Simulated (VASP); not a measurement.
Write the native input for VASP 6.6.1 that does the following.

- Task: single point
- Functional: LDA
- Potentials or basis: VASP PAW LDA potentials, release 64 (Zn, O)
- Cutoff: 520 eV
- k mesh: 12 × 12 × 6
- Occupations: gaussian, width 0.05 eV
- Spin: no spin polarisation
- Dipole correction: no
- Further INCAR settings: ALGO = Normal; EDIFF = 1e-06; NBANDS = 26

The structure of ZnO lies in POSCAR:

```
ZnO
1.0
    3.1457972038      0.0000000000      0.0000000000
   -1.5728986019      2.7243402936      0.0000000000
    0.0000000000      0.0000000000      5.2896579982
Zn O
2 2
Direct
    0.3333333333      0.6666666667      0.0018514197
    0.6666666667      0.3333333333      0.5018514197
    0.3333333333      0.6666666667      0.3802485803
    0.6666666667      0.3333333333      0.8802485803
```

This cell differs from its parent crystal: c/a of the conventional cell at fixed volume 1.6815.

These files were run (other wordings do the same):

INCAR

```
SYSTEM = ZnO
ALGO = Normal ; EDIFF = 1E-6
ENCUT = 520 ; GGA = CA
ISIF = 2 ; ISMEAR = 0
LASPH = .TRUE. ; LCHARG = .TRUE.
LELF = .TRUE. ; LREAL = .FALSE.
LVHAR = .TRUE. ; LWAVE = .FALSE.
NBANDS = 26 ; NELM = 60
PREC = Accurate ; SIGMA = 0.05
```

KPOINTS

```
k-points
0
G
  12 12 6
  0 0 0
```

Potentials or basis: VASP PAW LDA potentials, release 64 (Zn, O).

Command:

```bash
$ cat potpaw_LDA.64/Zn/POTCAR potpaw_LDA.64/O/POTCAR > POTCAR
$ mpirun -np 1 vasp_std > vasp.out
```

Results of the run:

```json
{"Pressure": "1.5 GPa", "Largest force": "0.363 eV/Å", "Band gap on the k mesh": "0.73 eV, direct"}
```

It took 2.5 min on 1 thread of AMD EPYC 7R13 (shared host), peak memory 0.16 GiB.
